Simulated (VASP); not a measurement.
# BiBrO (P4/nmm) in VASP: a series of runs

The runs below take BiBrO through single point, with LDA.

Program: VASP 6.6.1. These are calculated values, not measurements. Logs are shortened: lines on timing, memory, paths and dates and some standing lists are left out, and cuts for length are marked.

## (1) The cell of the first run

It takes space group P4/nmm (No. 129, tetragonal). The conventional cell has a = 4.012 Å, b = 4.012 Å, c = 8.281 Å, α = 90.00°, β = 90.00°, γ = 90.00°. Bi (site symmetry 4mm) has 4 O at 2.39 Å and 4 Br at 3.25 Å within 3.3 Å. Within 4.3 Å of Br (site symmetry 4mm) lie 6 Bi at 3.25 to 4.19 Å and 4 O at 3.51 Å and 8 Br at 3.79 to 4.01 Å. Within 3.2 Å of O (site symmetry -4m2) lie 4 Bi at 2.39 Å and 4 O at 2.84 Å.

## (2) Single point, LDA

INCAR

```
ALGO     = Normal         # electronic algorithm
EDIFF    = 1E-7           # SCF threshold, eV
ENCUT    = 520            # plane-wave cutoff, eV
ISIF     = 2              # what is computed and relaxed
ISMEAR   = 0              # smearing method
LASPH    = True           # aspherical terms in the spheres
LCHARG   = False          # write CHGCAR
LREAL    = False          # projectors in reciprocal space
LWAVE    = False          # write WAVECAR
NBANDS   = 37             # bands
NELM     = 100            # most SCF steps
PREC     = Accurate       # precision mode
SIGMA    = 0.05           # smearing width, eV
```

KPOINTS

```
k-points
0
Gamma
  8 8 4
```

POSCAR

```
BiBrO
1.0
    4.0120000000      0.0000000000      0.0000000000
    0.0000000000      4.0120000000      0.0000000000
    0.0000000000      0.0000000000      8.2811000000
Bi Br O
2 2 2
Direct
    0.0000000000      0.5000000000      0.1575579020
    0.5000000000      0.0000000000      0.8424420980
    0.0000000000      0.5000000000      0.6517216503
    0.5000000000      0.0000000000      0.3482783497
    0.0000000000      0.0000000000      0.0000000000
    0.5000000000      0.5000000000      0.0000000000
```

Potentials or basis: VASP PAW LDA potentials, release 64 (Bi_d, Br, O).

Command:

```bash
> cat potpaw_LDA.64/Bi_d/POTCAR potpaw_LDA.64/Br/POTCAR potpaw_LDA.64/O/POTCAR > POTCAR
> mpirun -np 1 vasp_std > vasp.out
```

OUTCAR:

```text
EDIFF = 1E-7
   ENCUT = 520
   ISIF = 2
   ISMEAR = 0
   LASPH = True
   LREAL = False
   NELM = 100
   PREC = Accurate

 ion  position               nearest neighbor table
   1  0.000  0.500  0.158-   5 2.39   6 2.39   5 2.39   6 2.39   4 3.25   4 3.25   4 3.25   4 3.25
                             2 3.85   2 3.85   2 3.85   2 3.85
   2  0.500  0.000  0.842-   5 2.39   6 2.39   6 2.39   5 2.39   3 3.25   3 3.25   3 3.25   3 3.25
                             1 3.85   1 3.85   1 3.85   1 3.85
   3  0.000  0.500  0.652-   2 3.25   2 3.25   2 3.25   2 3.25
   4  0.500  0.000  0.348-   1 3.25   1 3.25   1 3.25   1 3.25
   5  0.000  0.000  0.000-   1 2.39   2 2.39   1 2.39   2 2.39
   6  0.500  0.500  0.000-   1 2.39   2 2.39   2 2.39   1 2.39

  LATTYP: Found a simple tetragonal cell.
 ALAT       =     4.0120000000
 C/A-ratio  =     2.0640827517

  Lattice vectors:

 A1 = (   4.0120000000,   0.0000000000,   0.0000000000)
 A2 = (   0.0000000000,   4.0120000000,   0.0000000000)
 A3 = (   0.0000000000,   0.0000000000,   8.2811000000)

Analysis of symmetry for initial positions (statically):
=====================================================================
 Subroutine PRICEL returns:
 Original cell was already a primitive cell.

 Routine SETGRP: Setting up the symmetry group for a
 simple tetragonal supercell.

 Subroutine GETGRP returns: Found 16 space group operations
 (whereof  8 operations were pure point group operations)
 out of a pool of 16 trial point group operations.

The static configuration has the point symmetry D_2d.
 The point group associated with its full space group is D_4h.

Analysis of symmetry for dynamics (positions and initial velocities):
=====================================================================
 Subroutine PRICEL returns:
 Original cell was already a primitive cell.

 Routine SETGRP: Setting up the symmetry group for a
 simple tetragonal supercell.

 Subroutine GETGRP returns: Found 16 space group operations
 (whereof  8 operations were pure point group operations)
 out of a pool of 16 trial point group operations.

The dynamic configuration has the point symmetry D_2d.
 The point group associated with its full space group is D_4h.

 Subroutine INISYM returns: Found 16 space group operations
 (whereof  8 operations are pure point group operations),
 and found     1 'primitive' translations

----------------------------------------------------------------------------------------

                                     Primitive cell

  volume of cell :     133.2938

  direct lattice vectors                    reciprocal lattice vectors
     4.012000000  0.000000000  0.000000000     0.249252243  0.000000000  0.000000000
     0.000000000  4.012000000  0.000000000     0.000000000  0.249252243  0.000000000
     0.000000000  0.000000000  8.281100000     0.000000000  0.000000000  0.120756904

  length of vectors
     4.012000000  4.012000000  8.281100000     0.249252243  0.249252243  0.120756904

  position of ions in fractional coordinates (direct lattice)
     0.000000000  0.500000000  0.157557902
     0.500000000  0.000000000  0.842442098
     0.000000000  0.500000000  0.651721650
     0.500000000  0.000000000  0.348278350
     0.000000000  0.000000000  0.000000000
     0.500000000  0.500000000  0.000000000

  ion indices of the primitive-cell ions
   primitive index   ion index
                 1           1
                 2           2
                 3           3
                 4           4
                 5           5
                 6           6

----------------------------------------------------------------------------------------

 KPOINTS: k-points

Automatic generation of k-mesh.
 Grid dimensions read from file:
 generate k-points for:    8    8    4

 Generating k-lattice:

  Cartesian coordinates                     Fractional coordinates (reciprocal lattice)
     0.031156530  0.000000000  0.000000000     0.125000000  0.000000000  0.000000000
     0.000000000  0.031156530  0.000000000     0.000000000  0.125000000  0.000000000
     0.000000000  0.000000000  0.030189226     0.000000000  0.000000000  0.250000000

  Length of vectors
     0.031156530  0.031156530  0.030189226

  Shift w.r.t. Gamma in fractional coordinates (k-lattice)
     0.000000000  0.000000000  0.000000000

 Subroutine IBZKPT returns following result:
 ===========================================

 Found     45 irreducible k-points:

 Following reciprocal coordinates:
            Coordinates               Weight
  0.000000  0.000000  0.000000      1.000000
  0.125000  0.000000  0.000000      4.000000
  0.250000  0.000000  0.000000      4.000000
  0.375000  0.000000  0.000000      4.000000
  0.500000  0.000000  0.000000      2.000000
  0.125000  0.125000  0.000000      4.000000
[... 16 lines left out ...]
  0.375000  0.125000  0.250000     16.000000
  0.500000  0.125000  0.250000      8.000000
 [... further k-points ...]
   k-points           NKPTS =     45   k-points in BZ     NKDIM =     45   number of bands    NBANDS=     37
   number of dos      NEDOS =    301   number of ions     NIONS =      6
   total plane-waves  NPLWV =  57600
   dimension x,y,z NGX =    30 NGY =   30 NGZ =   64
   dimension x,y,z NGXF=    60 NGYF=   60 NGZF=  128
   ions per type =               2   2   2
   NGX,Y,Z   is equivalent  to a cutoff of  12.43, 12.43, 12.85 a.u.
   NGXF,Y,Z  is equivalent  to a cutoff of  24.86, 24.86, 25.70 a.u.
 SYSTEM =  unknown system
   PREC   = accura    normal or accurate (medium, high low for compatibility)
   ISTART =      0    job   : 0-new  1-cont  2-samecut
   ICHARG =      2    charge: 1-file 2-atom 10-const
   ISPIN  =      1    spin polarized calculation?
   LNONCOLLINEAR =      F non collinear calculations
   LSORBIT =      F    spin-orbit coupling
   LASPH  =      T    aspherical Exc in radial PAW
   ENCUT  =  520.0 eV  38.22 Ry    6.18 a.u.   7.46  7.46 15.40*2*pi/ulx,y,z
   NELM   =    100;   NELMIN=  2; NELMDL= -5     # of ELM steps
   EDIFF  = 0.1E-06   stopping-criterion for ELM
   LREAL  =      F    real-space projection
   EDIFFG = 0.1E-05   stopping-criterion for IOM
   NSW    =      0    number of steps for IOM
   IBRION =     -1    ionic relax: 0-MD 1-quasi-New 2-CG
   NFREE  =      0    steps in history (QN), initial steepest desc. (CG)
   ISIF   =      2    stress and relaxation
   ISYM   =      2    0-nonsym 1-usesym 2-fastsym
   POTIM  = 0.5000    time-step for ionic-motion
   TEBEG  =    0.0;   TEEND  =   0.0 temperature during run
   PSTRESS=    0.0 pullay stress
   NELECT =      56.0000    total number of electrons
   NUPDOWN=      -1.0000    fix difference up-down
   EMIN   =  10.00;   EMAX   =-10.00  energy-range for DOS
   EFERMI =   0.00;   METHOD = LEGACY
   ISMEAR =     0;   SIGMA  =   0.05  broadening in eV -4-tet -1-fermi 0-gaus
   EFERMI_NEDOS =   21; number of points for ismear=-14 and -15
   IALGO  =     38    algorithm
   IMIX   =      4    mixing-type and parameters
     AMIX     =   0.40;   BMIX     =  1.00
     AMIX_MAG =   1.60;   BMIX_MAG =  1.00
  volume/ion in A,a.u.               =      22.22       149.92
  Fermi-wavevector in a.u.,A,eV,Ry     =   1.226123  2.317037 20.454711  1.503379
  Thomas-Fermi vector in A             =   2.361136
   LORBIT       =      0    0 simple, 1 ext, 2 COOP (PROOUT), +10 PAW based schemes
   GGA     = CA    functional components
   LHFCALC =     F    Hartree Fock is set to
   AEXX    =    0.0000 exact exchange contribution
   IVDW    =     0    specifies the selected vdW correction
   LEPSILON=     F    determine dielectric tensor
   LRPA    =     F    only Hartree local field effects (RPA)
 non-spin polarized calculation
 Gauss-broadening in eV      SIGMA  =   0.05
  energy-cutoff  :      520.00
  volume of cell :      133.29
 maximum number of plane-waves:      3617
 NGX is ok and might be reduce to    30
   NGX = 15   NGY = 15   NGZ = 31

 number of electron      56.0000000 magnetization

 Free energy of the ion-electron system (eV)
  ---------------------------------------------------
  ext. energy  EPLUGINS =         0.00000000
  ---------------------------------------------------
  free energy    TOTEN  =       -31.54372977 eV

  energy without entropy =      -31.54372977  energy(sigma->0) =      -31.54372977

 E-fermi :   3.4394     XC(G=0): -10.1020

 val. band max:        3.2260283456   @ k =   0.3750   0.0000   0.5000
 cond. band min:       5.2583392821   @ k =   0.0000   0.0000   0.5000
 fundamental gap:      2.0323109365
 Fermi energy:         3.4394214971

 k-point     1 :       0.0000    0.0000    0.0000
  band No.  band energies     occupation
      1     -18.8422      2.00000
      2     -18.7327      2.00000
      3     -18.7325      2.00000
      4     -18.7325      2.00000
      5     -18.7223      2.00000
      6     -18.7111      2.00000
[... 29 lines left out ...]
     36      11.2041      0.00000
     37      11.4734      0.00000

 k-point     2 :       0.1250    0.0000    0.0000
  band No.  band energies     occupation
      1     -18.8386      2.00000
      2     -18.7346      2.00000
      3     -18.7315      2.00000
      4     -18.7259      2.00000
      5     -18.7201      2.00000
      6     -18.7092      2.00000
[... 29 lines left out ...]
     36      11.3008      0.00000
     37      11.7869      0.00000

 k-point     3 :       0.2500    0.0000    0.0000
  band No.  band energies     occupation
      1     -18.8302      2.00000
      2     -18.7339      2.00000
      3     -18.7333      2.00000
      4     -18.7289      2.00000
      5     -18.7136      2.00000
      6     -18.7124      2.00000
[... 29 lines left out ...]
     36      11.7898      0.00000
     37      12.3959      0.00000
[... 761 lines left out ...]
 k-point    23 :       0.3750    0.1250    0.2500
  band No.  band energies     occupation
      1     -18.8213      2.00000
      2     -18.7776      2.00000
      3     -18.7262      2.00000
      4     -18.7207      2.00000
      5     -18.7158      2.00000
      6     -18.7089      2.00000
[... 29 lines left out ...]
     36      12.2913      0.00000
     37      12.3704      0.00000

 k-point    24 :       0.5000    0.1250    0.2500
  band No.  band energies     occupation
      1     -18.8048      2.00000
      2     -18.8048      2.00000
      3     -18.7208      2.00000
      4     -18.7208      2.00000
      5     -18.7157      2.00000
      6     -18.7157      2.00000
[... 29 lines left out ...]
     36      12.1284      0.00000
     37      12.3693      0.00000

 [... further k-points ...]
[... 5 lines left out ...]
  --------------------------------------------------------------------------------------
  -------------------------------------------------------------------------------------
  Total       -7.2819103     -7.2819103     -6.3547660      0.0000000      0.0000000      0.0000000
  in kB      -87.5278028    -87.5278028    -76.3836257      0.0000000      0.0000000      0.0000000
  external PRESSURE =     -83.8130771 kB  Pullay stress =       0.0000000 kB

 VOLUME and BASIS-vectors are now :
 -----------------------------------------------------------------------------
  energy-cutoff  :      520.00
  volume of cell :      133.29
      direct lattice vectors                 reciprocal lattice vectors
     4.012000000  0.000000000  0.000000000     0.249252243  0.000000000  0.000000000
     0.000000000  4.012000000  0.000000000     0.000000000  0.249252243  0.000000000
     0.000000000  0.000000000  8.281100000     0.000000000  0.000000000  0.120756904

 POSITION                                       TOTAL-FORCE (eV/Angst)
 -----------------------------------------------------------------------------------
      0.00000      2.00600      1.30475         0.000000      0.000000     -1.168608
      2.00600      0.00000      6.97635        -0.000000      0.000000      1.168608
      0.00000      2.00600      5.39697         0.000000      0.000000      0.382255
      2.00600      0.00000      2.88413         0.000000      0.000000     -0.382255
      0.00000      0.00000      0.00000         0.000000      0.000000     -0.000000
      2.00600      2.00600      0.00000         0.000000     -0.000000     -0.000000
 -----------------------------------------------------------------------------------
    total drift:                                0.000000      0.000000     -0.000000

  FREE ENERGIE OF THE ION-ELECTRON SYSTEM (eV)
  ---------------------------------------------------
  free  energy   TOTEN  =       -31.5437297677 eV

  energy  without entropy=      -31.5437297676  energy(sigma->0) =      -31.54372977
```

Run time: 6.8 min. Hardware: 1 thread of Intel Xeon 8259CL, shared host; peak memory 0.32 GiB.

Results:

```
Free energy            : -31.5437 eV
Pressure               : -8.4 GPa
Largest force          : 1.169 eV/Å
Band gap on the k mesh : 2.03 eV (least direct gap 2.17 eV)
```

Forces on the atoms (eV/Å):
```
Bi   0.000  0.000 -1.169
Bi   0.000  0.000  1.169
Br   0.000  0.000  0.382
Br   0.000  0.000 -0.382
O    0.000  0.000  0.000
O    0.000  0.000  0.000
```

Stress tensor (GPa, compression positive):
```
-8.75  0.00  0.00
 0.00 -8.75  0.00
 0.00  0.00 -7.64
```

Caveat: the cell stands under tension; spin-orbit coupling is left out, which moves the levels of the heavy elements; forces of over 1 eV/Å act on the atoms, so gaps and moduli don't describe the material at rest. A k mesh can miss the band edges.

## (3) Single point, LDA

This run uses another cell than the first one, of 22.57 Å³/atom.

INCAR

```
SYSTEM = BiBrO
PREC = Accurate
ENCUT = 520
EDIFF = 1E-7
ISMEAR = 0
SIGMA = 0.05
LREAL = .FALSE.
LASPH = .TRUE.
NELM = 100
ALGO = Normal
ISIF = 2
LWAVE = .FALSE.
LCHARG = .FALSE.
NBANDS = 37
```

KPOINTS

```
regular mesh
0
G
  8 8 4
  0 0 0
```

POSCAR, as its differences from that of step 2:

```diff
@@ -2,5 +2,5 @@
 1.0
-    4.0120000000      0.0000000000      0.0000000000
-    0.0000000000      4.0120000000      0.0000000000
-    0.0000000000      0.0000000000      8.2811000000
+    4.0767000000      0.0000000000      0.0000000000
+    0.0000000000      4.0767000000      0.0000000000
+    0.0000000000      0.0000000000      8.1496000000
 Bi Br O
```

Potentials or basis: VASP PAW LDA potentials, release 64 (Bi_d, Br, O).

Command:

```bash
> cat potpaw_LDA.64/Bi_d/POTCAR potpaw_LDA.64/Br/POTCAR potpaw_LDA.64/O/POTCAR > POTCAR
> mpirun -np 1 vasp_std > vasp.out
```

Wall time 7.6 min (1 thread of Intel Xeon 8259CL, shared host); peak memory 0.32 GiB.

It converged, with:

```
Free energy            : -31.3872 eV
Pressure               : -9.6 GPa
Largest force          : 1.133 eV/Å
Band gap on the k mesh : 1.91 eV (least direct gap 2.00 eV)
```

Forces on the atoms (eV/Å):
```
Bi   0.000  0.000 -1.133
Bi   0.000  0.000  1.133
Br   0.000  0.000  0.371
Br   0.000  0.000 -0.371
O    0.000  0.000  0.000
O    0.000  0.000  0.000
```

Stress tensor (GPa, compression positive):
```
-10.57   0.00   0.00
  0.00 -10.57   0.00
  0.00   0.00  -7.58
```

Levels at points of the mesh, in eV from the valence-band top:
```tsv
k point	band 25	band 26	band 27	band 28	band 29	band 30	band 31	band 32
(0.00, 0.00, 0.00)	-0.85	-0.57	-0.57	-0.56	2.05	3.03	4.54	4.54
(0.50, 0.00, 0.00)	-0.40	-0.40	-0.13	-0.13	3.94	3.94	4.43	4.43
(0.50, 0.50, 0.00)	-0.68	-0.68	-0.51	-0.51	3.14	3.14	4.68	4.68
(0.00, 0.00, 0.50)	-0.62	-0.29	-0.29	-0.09	1.91	2.22	4.43	4.43
(0.50, 0.00, 0.50)	-0.42	-0.42	0.00	0.00	3.77	3.77	4.47	4.47
(0.50, 0.50, 0.50)	-0.85	-0.85	-0.68	-0.68	3.67	3.67	4.83	4.83
```

Caveat: the cell stands under tension; spin-orbit coupling is left out, which moves the levels of the heavy elements; forces of over 1 eV/Å act on the atoms, so gaps and moduli don't describe the material at rest.
